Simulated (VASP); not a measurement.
**SrO: single point with PBEsol**

SrO:

```xyz
2
Lattice="0.0000 2.5698 2.5441 2.5698 0.0000 2.5441 2.5698 2.5698 0.0000" Properties=species:S:1:pos:R:3 pbc="T T T"
Sr    0.0000    0.0000    0.0000
O     2.5698    2.5698    2.5441
```

This cell differs from its parent crystal: zz strain of -1 %.

```json
{"Program": "VASP 6.6.1", "Task": "single point", "Functional": "PBEsol", "Potentials or basis": "VASP PAW PBE potentials, release 64 (Sr_sv, O)", "Cutoff": "520 eV", "k mesh": "8 × 8 × 8", "Occupations": "fermi-dirac, width 0.03 eV", "Spin": "no spin polarisation"}
```

```yaml
Pressure: 0.7 GPa
Band_gap_on_the_k_mesh: 3.10 eV, indirect (least direct gap 3.21 eV)
```

Stress tensor (GPa, compression positive):
```
0.17 0.00 0.00
0.00 0.17 0.00
0.00 0.00 1.64
```

Levels at points of the mesh, in eV from the valence-band top:
| k point | band 4 | band 5 | band 6 | band 7 | band 8 | band 9 | band 10 | band 11 | band 12 | band 13 |
| --- | --- | --- | --- | --- | --- | --- | --- | --- | --- | --- |
| (0.00, 0.00, 0.00) | -13.87 | -13.86 | -0.04 | -0.04 | 0.00 | 3.87 | 6.13 | 6.13 | 6.21 | 8.31 |
| (0.50, 0.00, 0.00) | -13.94 | -12.67 | -2.27 | -1.20 | -1.20 | 6.51 | 8.35 | 8.88 | 8.90 | 12.00 |
| (0.50, 0.50, 0.00) | -14.27 | -14.27 | -0.40 | -0.12 | -0.12 | 3.10 | 7.83 | 10.24 | 10.32 | 11.23 |
| (0.50, 0.00, 0.50) | -14.26 | -14.24 | -0.46 | -0.12 | -0.07 | 3.13 | 7.82 | 10.25 | 10.28 | 11.16 |

Wall time 25 s on 1 thread of Intel Xeon 6975P-C (shared host), peak memory 0.17 GiB.

Caveat: the cell differs from its parent crystal (zz strain of -1 %); the PAW data sets were made with another functional, which shifts forces and pressure a little. A k mesh can miss the band edges.
